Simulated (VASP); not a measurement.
# SiO2: relaxation of the atoms with PBE

SiO2:

```xyz
6
Lattice="4.1667 0.0000 0.0000 0.0000 4.1667 0.0000 0.0000 0.0000 2.6645" Properties=species:S:1:pos:R:3 pbc="T T T"
Si    0.0000    0.0000    0.0000
Si    2.0833    2.0833    1.3322
O     1.2754    1.2754    0.0000
O     0.8079    3.3588    1.3322
O     2.8913    2.8913    0.0000
O     3.3588    0.8079    1.3322
```

| Quantity | Value |
| --- | --- |
| Program | VASP 6.6.1 |
| Task | relaxation of the atoms |
| Functional | PBE |
| Potentials or basis | VASP PAW PBE potentials, release 64 (Si, O) |
| Cutoff | 520 eV |
| k mesh | 7 × 7 × 11 |
| Occupations | fermi-dirac, width 0.02 eV |
| Spin | no spin polarisation |
| Dipole correction | no |
| Further INCAR settings | ALGO = Normal; EDIFF = 1e-06; IBRION = 2; EDIFFG = -0.02; NSW = 80 |

- Energy gained by relaxing: 0.3 meV/atom
- Ionic steps: 3
- Pressure after relaxing: 12.8 GPa
- Band gap on the k mesh: 5.68 eV

Stress tensor (GPa, compression positive):
```
12.13  0.00  0.00
 0.00 12.13  0.00
 0.00  0.00 14.00
```

Step by step:
| step | energy change (eV) | largest force (eV/Å) | pressure (GPa) |
| --- | --- | --- | --- |
| 1 | 0.0000 | 0.1880 | 13.27 |
| 2 | -0.0012 | 0.1208 | 12.44 |
| 3 | -0.0021 | 0.0003 | 12.75 |

Final structure:
```
Si O
1.0
     4.16670    0.00000    0.00000
     0.00000    4.16670    0.00000
     0.00000    0.00000    2.66450
Si O
2 4
Direct
  0.00000 0.00000 0.00000
  0.50000 0.50000 0.50000
  0.30517 0.30517 0.00000
  0.19483 0.80517 0.50000
  0.69483 0.69483 0.00000
  0.80517 0.19483 0.50000
```

Levels at points of the mesh, in eV from the valence-band top:
```tsv
k point	band 13	band 14	band 15	band 16	band 17	band 18	band 19	band 20
(0.00, 0.00, 0.00)	-2.50	-0.89	-0.89	0.00	5.68	6.72	8.51	8.51
```

Wall time 74 s on 1 thread of AMD EPYC 7R13 Processor (Zen 3), with other jobs on the host, peak memory 0.14 GiB.

A k mesh can miss the band edges.
